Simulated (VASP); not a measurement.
# SiNi3 (Pm-3m) in VASP: settings compared

The runs below take SiNi3 through single point, with PBEsol, r2SCAN, PBE, LDA.

Everything below comes from runs of VASP 6.6.1. Logs are shortened: lines on timing, memory, paths and dates and some standing lists are left out, and cuts for length are marked.

## Step 1: The cell of the first run

Symmetry: Pm-3m, No. 221, cubic system. The conventional cell has a = 3.611 Å, b = 3.611 Å, c = 3.611 Å, α = 90.00°, β = 90.00°, γ = 90.00°. Ni (site symmetry 4/mmm) has 8 Ni at 2.55 Å and 4 Si at 2.55 Å within 3.4 Å. Si (site symmetry m-3m) has 12 Ni at 2.55 Å within 3.4 Å.

## Step 2: Single point, PBEsol, collinear spin, ferromagnetic start

INCAR reads:

```
PREC     = Accurate       # precision mode
ENCUT    = 520            # plane-wave cutoff, eV
EDIFF    = 1E-6           # SCF threshold, eV
ISMEAR   = -1             # smearing method
SIGMA    = 0.05           # smearing width, eV
LREAL    = False          # projectors in reciprocal space
LASPH    = True           # aspherical terms in the spheres
NELM     = 150            # most SCF steps
ALGO     = Normal         # electronic algorithm
ISIF     = 2              # what is computed and relaxed
LWAVE    = False          # write WAVECAR
LCHARG   = False          # write CHGCAR
ISPIN    = 2              # spin polarisation
MAGMOM   = 1 1 1 0        # initial moments
LORBIT   = 11             # projections on sites
LMAXMIX  = 4              # l up to which the mixer works
GGA      = PS             # functional
NBANDS   = 29             # bands
```

KPOINTS reads:

```
regular mesh
0
Gamma
  8 8 8
```

POSCAR reads:

```
SiNi3
1.0
    3.6114686170      0.0000000000      0.0000000000
    0.0000000000      3.6114686170      0.0000000000
    0.0000000000      0.0000000000      3.6114686170
Ni Si
3 1
Direct
    0.5000000000      0.5000000000      0.0000000000
    0.5000000000      0.0000000000      0.5000000000
    0.0000000000      0.5000000000      0.5000000000
    0.0000000000      0.0000000000      0.0000000000
```

Potentials or basis: VASP PAW PBE potentials, release 64 (Ni, Si).

The run is started by

```console
$ cat potpaw_PBE.64/Ni/POTCAR potpaw_PBE.64/Si/POTCAR > POTCAR
$ mpirun -np 1 vasp_std > vasp.out
```

OUTCAR:

```text
PREC = Accurate
   ENCUT = 520
   EDIFF = 1E-6
   ISMEAR = -1
   LREAL = False
   LASPH = True
   NELM = 150
   ISIF = 2
   ISPIN = 2
   LORBIT = 11
   GGA = PS

 ion  position               nearest neighbor table
   1  0.500  0.500  0.000-   2 2.55   3 2.55   4 2.55   2 2.55   3 2.55   2 2.55   4 2.55   2 2.55
                             3 2.55   4 2.55   3 2.55   4 2.55
   2  0.500  0.000  0.500-   1 2.55   3 2.55   4 2.55   1 2.55   4 2.55   1 2.55   3 2.55   1 2.55
                             3 2.55   4 2.55   4 2.55   3 2.55
   3  0.000  0.500  0.500-   1 2.55   2 2.55   4 2.55   1 2.55   4 2.55   2 2.55   4 2.55   4 2.55
                             1 2.55   2 2.55   1 2.55   2 2.55
   4  0.000  0.000  0.000-   1 2.55   2 2.55   3 2.55   2 2.55   3 2.55   1 2.55   3 2.55   3 2.55
                             1 2.55   2 2.55   2 2.55   1 2.55

  LATTYP: Found a simple cubic cell.
 ALAT       =     3.6114686170

  Lattice vectors:

 A1 = (   3.6114686170,   0.0000000000,   0.0000000000)
 A2 = (   0.0000000000,   3.6114686170,   0.0000000000)
 A3 = (   0.0000000000,   0.0000000000,   3.6114686170)

Analysis of symmetry for initial positions (statically):
=====================================================================
 Subroutine PRICEL returns:
 Original cell was already a primitive cell.

 Routine SETGRP: Setting up the symmetry group for a
 simple cubic supercell.

 Subroutine GETGRP returns: Found 48 space group operations
 (whereof 48 operations were pure point group operations)
 out of a pool of 48 trial point group operations.

The static configuration has the point symmetry O_h .

Analysis of symmetry for dynamics (positions and initial velocities):
=====================================================================
 Subroutine PRICEL returns:
 Original cell was already a primitive cell.

 Routine SETGRP: Setting up the symmetry group for a
 simple cubic supercell.

 Subroutine GETGRP returns: Found 48 space group operations
 (whereof 48 operations were pure point group operations)
 out of a pool of 48 trial point group operations.

The dynamic configuration has the point symmetry O_h .

Analysis of structural, dynamic, and magnetic symmetry:
=====================================================================
 Subroutine PRICEL returns:
 Original cell was already a primitive cell.

 Routine SETGRP: Setting up the symmetry group for a
[... 131 lines left out ...]
  volume/ion in A,a.u.               =      11.78        79.47
  Fermi-wavevector in a.u.,A,eV,Ry     =   1.468534  2.775127 29.342211  2.156592
  Thomas-Fermi vector in A             =   2.584020
   LORBIT       =     11    0 simple, 1 ext, 2 COOP (PROOUT), +10 PAW based schemes
   GGA     = PS    functional components
   LHFCALC =     F    Hartree Fock is set to
   AEXX    =    0.0000 exact exchange contribution
   IVDW    =     0    specifies the selected vdW correction
   LEPSILON=     F    determine dielectric tensor
   LRPA    =     F    only Hartree local field effects (RPA)
 spin polarized calculation
  energy-cutoff  :      520.00
  volume of cell :       47.10
 maximum number of plane-waves:      1328
 NGX is ok and might be reduce to    28
   NGX = 13   NGY = 13   NGZ = 13

 number of electron      34.0000064 magnetization      -0.0007685

 number of electron      34.0000064 magnetization       0.0007863

 Free energy of the ion-electron system (eV)
  ---------------------------------------------------
  ext. energy  EPLUGINS =         0.00000000
  ---------------------------------------------------
  free energy    TOTEN  =       -25.85607581 eV

  energy without entropy =      -25.83671334  energy(sigma->0) =      -25.84639457

 E-fermi :   9.2366     XC(G=0): -12.7571

 val. band max:        9.1704009527   @ k =   0.1250   0.1250   0.0000
 cond. band min:       9.2449906035   @ k =   0.5000   0.3750   0.3750
 fundamental gap:      0.0745896508
 Fermi energy:         9.2365834403

 spin component 1

 k-point     1 :       0.0000    0.0000    0.0000
  band No.  band energies     occupation
      1      -2.0106      1.00000
      2       4.8847      1.00000
      3       5.6686      1.00000
      4       5.6686      1.00000
      5       6.1259      1.00000
      6       6.1259      1.00000
[... 757 lines left out ...]
     28      23.3200      0.00000
     29      25.3295      0.00000

 [... further k-points ...]

 spin component 2

 k-point     1 :       0.0000    0.0000    0.0000
  band No.  band energies     occupation
      1      -2.0107      1.00000
      2       4.8848      1.00000
      3       5.6688      1.00000
      4       5.6688      1.00000
      5       6.1262      1.00000
      6       6.1262      1.00000
[... 757 lines left out ...]
     28      23.3200      0.00000
     29      25.3156      0.00000

 [... further k-points ...]
[... 5 lines left out ...]
  --------------------------------------------------------------------------------------
  -------------------------------------------------------------------------------------
  Total       -6.5640830     -6.5640830     -6.5640830     -0.0000000     -0.0000000      0.0000000
  in kB     -223.2714062   -223.2714062   -223.2714062     -0.0000000     -0.0000000      0.0000000
  external PRESSURE =    -223.2714062 kB  Pullay stress =       0.0000000 kB

 VOLUME and BASIS-vectors are now :
 -----------------------------------------------------------------------------
  energy-cutoff  :      520.00
  volume of cell :       47.10
      direct lattice vectors                 reciprocal lattice vectors
     3.611468617  0.000000000  0.000000000     0.276895664  0.000000000  0.000000000
     0.000000000  3.611468617  0.000000000     0.000000000  0.276895664  0.000000000
     0.000000000  0.000000000  3.611468617     0.000000000  0.000000000  0.276895664

 POSITION                                       TOTAL-FORCE (eV/Angst)
 -----------------------------------------------------------------------------------
      1.80573      1.80573      0.00000         0.000000      0.000000      0.000000
      1.80573      0.00000      1.80573         0.000000      0.000000      0.000000
      0.00000      1.80573      1.80573         0.000000      0.000000      0.000000
      0.00000      0.00000      0.00000         0.000000      0.000000      0.000000
 -----------------------------------------------------------------------------------
    total drift:                                0.000000      0.000000      0.000000

  FREE ENERGIE OF THE ION-ELECTRON SYSTEM (eV)
  ---------------------------------------------------
  free  energy   TOTEN  =       -25.8560758085 eV

  energy  without entropy=      -25.8367133361  energy(sigma->0) =      -25.84639457

 total charge

# of ion       s       p       d       tot
------------------------------------------
    1        0.450   0.488   8.368   9.307
    2        0.450   0.488   8.368   9.307
    3        0.450   0.488   8.368   9.307
    4        0.730   0.767   0.000   1.498
--------------------------------------------------
tot          2.081   2.232  25.104  29.418

 magnetization (x)

# of ion       s       p       d       tot
------------------------------------------
    1       -0.000  -0.000   0.000   0.000
    2       -0.000  -0.000   0.000   0.000
    3       -0.000  -0.000   0.000   0.000
    4       -0.000  -0.000   0.000  -0.000
--------------------------------------------------
tot         -0.000  -0.000   0.001   0.001
```

OSZICAR:

```text
N       E                     dE             d eps       ncg     rms          rms(c)
DAV:   1     0.201377714637E+03    0.20138E+03   -0.14530E+04  4124   0.148E+03
DAV:   2    -0.161023366961E+02   -0.21748E+03   -0.20177E+03  4060   0.295E+02
DAV:   3    -0.295098169589E+02   -0.13407E+02   -0.12477E+02  4614   0.890E+01
DAV:   4    -0.297597749484E+02   -0.24996E+00   -0.24932E+00  4541   0.118E+01
DAV:   5    -0.297667447362E+02   -0.69698E-02   -0.69692E-02  4950   0.172E+00    0.199E+01
DAV:   6    -0.308630948213E+02   -0.10964E+01   -0.31725E+01  4820   0.985E+01    0.214E+01
DAV:   7    -0.258968368266E+02    0.49663E+01   -0.11972E+01  4945   0.556E+01    0.333E+00
DAV:   8    -0.258706973133E+02    0.26140E-01   -0.31528E-01  4601   0.392E+00    0.136E+00
DAV:   9    -0.258587206526E+02    0.11977E-01   -0.17760E-02  5712   0.135E+00    0.613E-01
DAV:  10    -0.258568990270E+02    0.18216E-02   -0.12393E-03  5157   0.307E-01    0.290E-01
DAV:  11    -0.258560442554E+02    0.85477E-03   -0.20320E-04  5654   0.203E-01    0.100E-01
DAV:  12    -0.258560786541E+02   -0.34399E-04   -0.98068E-05  5408   0.110E-01    0.450E-02
DAV:  13    -0.258560806054E+02   -0.19513E-05   -0.12421E-05  5303   0.395E-02    0.239E-02
DAV:  14    -0.258560758623E+02    0.47430E-05   -0.23912E-06  4522   0.198E-02    0.610E-03
DAV:  15    -0.258560758085E+02    0.53854E-07   -0.10578E-06  2778   0.984E-03
   1 F= -.25856076E+02 E0= -.25846395E+02  d E =-.193625E-01  mag=     0.0004
```

It took 100 s on 1 thread of Intel Xeon Platinum 8488C (Sapphire Rapids), shared host; peak memory 0.21 GiB.

Results:

```
Free energy                                           : -25.8561 eV
Pressure                                              : -22.3 GPa
Band gap on the k mesh                                : zero (filled and empty bands overlap)
Net moment                                            : 0.00 μB per cell
Valence electrons inside the program's atomic spheres : Ni 9.31; Si 1.50
```

Caveat: the PAW data sets were made with another functional, which shifts forces and pressure a little.

## Step 3: Single point, r2SCAN, collinear spin, ferromagnetic start

This run uses another cell than the first one, of 10.44 Å³/atom, 0.887 times its volume.

POSCAR reads:

```
SiNi3
1.0
    3.4696939971      0.0000000000      0.0000000000
    0.0000000000      3.4696939971      0.0000000000
    0.0000000000      0.0000000000      3.4696939971
Ni Si
3 1
Direct
    0.5000000000      0.5000000000      0.0000000000
    0.5000000000      0.0000000000      0.5000000000
    0.0000000000      0.5000000000      0.5000000000
    0.0000000000      0.0000000000      0.0000000000
```

INCAR.step1 reads:

```
SYSTEM = SiNi3
PREC = Accurate ; ENCUT = 520
ISMEAR = -1 ; SIGMA = 0.05
LREAL = .FALSE. ; LASPH = .TRUE.
NELM = 150 ; ISPIN = 2
MAGMOM = 1 1 1 0 ; LMAXMIX = 4
NBANDS = 29 ; GGA = PE
ALGO = Normal ; EDIFF = 1E-4
LWAVE = .TRUE. ; LCHARG = .FALSE.
```

INCAR.step2 reads:

```
SYSTEM = SiNi3
PREC = Accurate ; ENCUT = 520
EDIFF = 1E-7 ; ISMEAR = -1
SIGMA = 0.05 ; LREAL = .FALSE.
LASPH = .TRUE. ; NELM = 150
ALGO = Normal ; ISIF = 2
LWAVE = .FALSE. ; LCHARG = .TRUE.
ISPIN = 2 ; MAGMOM = 1 1 1 0
LORBIT = 11 ; LMAXMIX = 4
METAGGA = R2SCAN ; LMIXTAU = .TRUE.
LELF = .TRUE. ; LVHAR = .TRUE.
NBANDS = 29 ; ISTART = 1
```

KPOINTS reads:

```
regular mesh
0
G
  8 8 8
  0 0 0
```

Potentials or basis: VASP PAW PBE potentials, release 64 (Ni, Si).

The run is started by

```console
$ cat potpaw_PBE.64/Ni/POTCAR potpaw_PBE.64/Si/POTCAR > POTCAR
$ cp INCAR.step1 INCAR
$ mpirun -np 1 vasp_std > vasp.out
$ cp INCAR.step2 INCAR
$ mpirun -np 1 vasp_std > vasp.out
```

Run time: 5.2 min. Hardware: 1 thread of Intel Xeon Platinum 8488C (Sapphire Rapids), shared host; peak memory 0.22 GiB.

It converged, with:

* Free energy: -46.3802 eV
* Pressure: -0.7 GPa
* Band gap on the k mesh: zero (filled and empty bands overlap)
* Net moment: 0.00 μB per cell
* Valence electrons inside the program's atomic spheres: Ni 9.57; Si 1.57

Levels at points of the mesh, in eV from the Fermi level:
Spin up:
| k point | band 13 | band 14 | band 15 | band 16 | band 17 | band 18 | band 19 | band 20 | band 21 | band 22 |
| --- | --- | --- | --- | --- | --- | --- | --- | --- | --- | --- |
| (0.00, 0.00, 0.00) | -1.00 | -0.75 | -0.75 | -0.36 | 0.05 | 0.05 | 0.05 | 5.58 | 6.71 | 6.71 |
| (0.50, 0.00, 0.00) | -1.40 | -1.40 | -1.27 | -0.68 | 0.05 | 3.90 | 3.90 | 5.57 | 5.57 | 6.02 |
| (0.50, 0.50, 0.00) | -1.61 | -1.59 | -1.21 | -1.10 | -0.99 | 0.68 | 0.68 | 6.06 | 6.98 | 8.12 |
| (0.50, 0.50, 0.50) | -1.63 | -1.35 | -1.35 | -0.51 | -0.23 | -0.23 | -0.23 | 1.51 | 4.36 | 4.36 |
Spin down:
| k point | band 14 | band 15 | band 16 | band 17 | band 18 | band 19 | band 20 | band 21 |
| --- | --- | --- | --- | --- | --- | --- | --- | --- |
| (0.00, 0.00, 0.00) | -0.76 | -0.76 | -0.36 | 0.05 | 0.05 | 0.05 | 5.58 | 6.71 |
| (0.50, 0.00, 0.00) | -1.40 | -1.27 | -0.68 | 0.05 | 3.90 | 3.90 | 5.57 | 5.57 |
| (0.50, 0.50, 0.00) | -1.59 | -1.21 | -1.10 | -1.00 | 0.68 | 0.68 | 6.06 | 6.98 |
| (0.50, 0.50, 0.50) | -1.35 | -1.35 | -0.51 | -0.23 | -0.23 | -0.23 | 1.51 | 4.36 |

Caveat: the PAW data sets were made with another functional, which shifts forces and pressure a little.

## Step 4: Single point, PBE, collinear spin, ferrimagnetic start

This run uses another cell than the first one, of 11.11 Å³/atom, 0.943 times its volume.

INCAR reads:

```
  ALGO = Fast
  EDIFF = 1E-6
  ENCUT = 520
  GGA = PE
  ISIF = 2
  ISMEAR = -1
  ISPIN = 2
  LASPH = T
  LCHARG = T
  LELF = T
  LMAXMIX = 4
  LORBIT = 11
  LREAL = F
  LVHAR = T
  LWAVE = F
  MAGMOM = 0.63 -0.78 0.95 0
  NBANDS = 29
  NELM = 150
  PREC = Accurate
  SIGMA = 0.05
```

KPOINTS reads:

```
k-points
0
Gamma
  8 8 8
```

POSCAR reads:

```
SiNi3
1.0
    3.5420000000      0.0000000000      0.0000000000
    0.0000000000      3.5420000000      0.0000000000
    0.0000000000      0.0000000000      3.5420000000
Ni Si
3 1
Direct
    0.5000000000      0.5000000000      0.0000000000
    0.5000000000      0.0000000000      0.5000000000
    0.0000000000      0.5000000000      0.5000000000
    0.0000000000      0.0000000000      0.0000000000
```

The run is started by

```console
$ cat potpaw_PBE.64/Ni/POTCAR potpaw_PBE.64/Si/POTCAR > POTCAR
$ mpirun -np 1 vasp_std > vasp.out
```

It used 230 s of CPU time on 1 thread of Intel(R) Xeon(R) Platinum 8488C (Sapphire Rapids) (shared host).

It converged, with:

```yaml
Free_energy: -23.6626 eV
Pressure: -6.0 GPa
Band_gap_on_the_k_mesh: zero (filled and empty bands overlap)
Net_moment: 0.00 μB per cell
Valence_electrons_inside_the_program's_atomic_spheres: Ni 9.40; Si 1.53
```

Levels at points of the mesh, in eV from the Fermi level:
Spin up:
```tsv
k point	band 13	band 14	band 15	band 16	band 17	band 18	band 19	band 20	band 21	band 22
(0.00, 0.00, 0.00)	-0.85	-0.60	-0.60	-0.29	0.02	0.02	0.02	4.54	6.18	6.18
(0.50, 0.00, 0.00)	-1.26	-1.24	-1.10	-0.54	0.02	3.48	3.48	4.97	5.20	5.20
(0.00, 0.50, 0.00)	-1.26	-1.24	-1.10	-0.54	0.02	3.48	3.48	4.97	5.20	5.20
(0.00, 0.00, 0.50)	-1.26	-1.24	-1.10	-0.54	0.02	3.48	3.48	4.97	5.20	5.20
(0.50, 0.50, 0.00)	-1.37	-1.36	-1.06	-0.97	-0.91	0.62	0.62	5.40	6.18	7.56
(0.00, 0.50, 0.50)	-1.37	-1.36	-1.06	-0.97	-0.91	0.62	0.62	5.40	6.18	7.56
(0.50, 0.00, 0.50)	-1.37	-1.36	-1.06	-0.97	-0.91	0.62	0.62	5.40	6.18	7.56
(0.50, 0.50, 0.50)	-1.38	-1.19	-1.19	-0.33	-0.20	-0.20	-0.20	1.07	3.89	3.89
```
Spin down:
```tsv
k point	band 13	band 14	band 15	band 16	band 17	band 18	band 19	band 20	band 21	band 22
(0.00, 0.00, 0.00)	-0.85	-0.60	-0.60	-0.29	0.02	0.02	0.02	4.54	6.18	6.18
(0.50, 0.00, 0.00)	-1.26	-1.24	-1.10	-0.54	0.02	3.48	3.48	4.97	5.20	5.20
(0.00, 0.50, 0.00)	-1.26	-1.24	-1.10	-0.54	0.02	3.48	3.48	4.97	5.20	5.20
(0.00, 0.00, 0.50)	-1.26	-1.24	-1.10	-0.54	0.02	3.48	3.48	4.97	5.20	5.20
(0.50, 0.50, 0.00)	-1.37	-1.36	-1.06	-0.97	-0.91	0.62	0.62	5.40	6.18	7.56
(0.00, 0.50, 0.50)	-1.37	-1.36	-1.06	-0.97	-0.91	0.62	0.62	5.40	6.18	7.56
(0.50, 0.00, 0.50)	-1.37	-1.36	-1.06	-0.97	-0.91	0.62	0.62	5.40	6.18	7.56
(0.50, 0.50, 0.50)	-1.38	-1.19	-1.19	-0.33	-0.20	-0.20	-0.20	1.07	3.89	3.89
```

[end of part 1 of 2]
